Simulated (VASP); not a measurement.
Write the native input for VASP 6.6.1 that does the following.

| Quantity | Value |
| --- | --- |
| Task | single point |
| Functional | PBE |
| Potentials or basis | VASP PAW PBE potentials, release 64 (Nb_sv, B) |
| Cutoff | 520 eV |
| k mesh | 6 × 6 × 6 |
| Occupations | gaussian, width 0.1 eV |
| Spin | no spin polarisation |
| Dipole correction | no |
| Further INCAR settings | ALGO = Fast; EDIFF = 1e-07; NBANDS = 22 |

The structure of Nb2B lies in POSCAR:

```
Nb2B
1.0
    1.6396119495      0.9466303989      4.8582596279
   -1.6396119495      0.9466303989      4.8582596279
    0.0000000000     -1.8932608025      4.8582596270
Nb B
2 1
Direct
    0.2493041898      0.2493041898      0.2493041898
    0.7506958102      0.7506958102      0.7506958102
    0.5000000000      0.5000000000      0.5000000000
```

One way to write it, as run:

INCAR

```
SYSTEM = Nb2B
ALGO = Fast ; EDIFF = 1E-7
ENCUT = 520 ; GGA = PE
ISIF = 2 ; ISMEAR = 0
LASPH = .TRUE. ; LCHARG = .FALSE.
LREAL = .FALSE. ; LWAVE = .FALSE.
NBANDS = 22 ; NELM = 60
PREC = Accurate ; SIGMA = 0.1
```

KPOINTS

```
k-points
0
G
  6 6 6
  0 0 0
```

Potentials or basis: VASP PAW PBE potentials, release 64 (Nb_sv, B).

Run with:

```bash
$ cat potpaw_PBE.64/Nb_sv/POTCAR potpaw_PBE.64/B/POTCAR > POTCAR
$ mpirun -np 1 vasp_std > vasp.out
```

It gave:

```yaml
Pressure: -0.3 GPa
Largest_force: 0.016 eV/Å
```

Caveat: the k points lie up to 0.38 Å⁻¹ apart.

Wall time 110 s on 1 thread of Intel(R) Xeon(R) 6975P-C (Granite Rapids) (shared host), peak memory 0.25 GiB.
